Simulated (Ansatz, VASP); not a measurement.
# One calculation of Cd, two programs

File INCAR:

```
PREC = Accurate
ENCUT = 600
EDIFF = 1E-6
ISMEAR = -1
SIGMA = 0.05
LREAL = F
LASPH = T
NELM = 100
ALGO = Normal
ISIF = 3
LWAVE = F
LCHARG = F
GGA = PE
IBRION = 2
NSW = 60
EDIFFG = -0.005
```

The input KPOINTS:

```
Automatic mesh
0
Gamma
  12 12 12
```

POSCAR

```
Cd
1.0
    0.0000000000      3.0681618156      3.0681618156
    3.0681618156      0.0000000000      3.0681618156
    3.0681618156      3.0681618156      0.0000000000
Cd
2
Direct
   -0.1250000000     -0.1250000000     -0.1250000000
    0.1250000000      0.1250000000      0.1250000000
```

Input for Ansatz:

```yaml
crystal:
  lattice:
    - [0.0, 3.0681618156, 3.0681618156]
    - [3.0681618156, 0.0, 3.0681618156]
    - [3.0681618156, 3.0681618156, 0.0]
  atoms:
    - { symbol: Cd, position: [-0.125, -0.125, -0.125] }
    - { symbol: Cd, position: [0.125, 0.125, 0.125] }
kpoints:
  mp_grid: { grid: [12, 12, 12] }
scf:
  occupations: { method: fermi_dirac, width: 0.05 }
hamiltonian:
  xc: pbe
  pseudopotentials: { kind: paw }
output:
  forces: true
  stress: true
  write_density: true
  write_potential: true
  elf: true
  volumetric_format: npy
relax:
  f_tol: 0.005
  max_steps: 40
  cell: {}
```

Alike in both runs: task relaxation of cell and atoms; functional PBE; k mesh 12 × 12 × 12; occupations fermi-dirac, width 0.05 eV; no spin polarisation.

|  | VASP | Ansatz |
| --- | --- | --- |
| version | VASP 6.6.1 | Ansatz 0.2.0 |
| potentials or method | VASP PAW PBE potentials, release 64 (Cd) | PAW with Ansatz's default frozen-core files, scalar-relativistic |
| plane-wave cutoff (eV) | 600 | 420 |
| valence electrons in the cell | 24 | 40 |

|  | VASP | Ansatz | Ansatz less VASP |
| --- | --- | --- | --- |
| relaxed volume (Å³/atom) | 37.82 | 37.41 | -0.407 |
| relaxed length of the cell vector where the two differ most in proportion (Å) | 4.747 | 4.730 | -0.0171 |

VASP's potentials hold 24 valence electrons a cell and Ansatz's 40, so a difference there can come from the potentials and not from the codes.

Noted on VASP's run: the volume moved by over 15 % at a fixed basis, so the end points are rough.
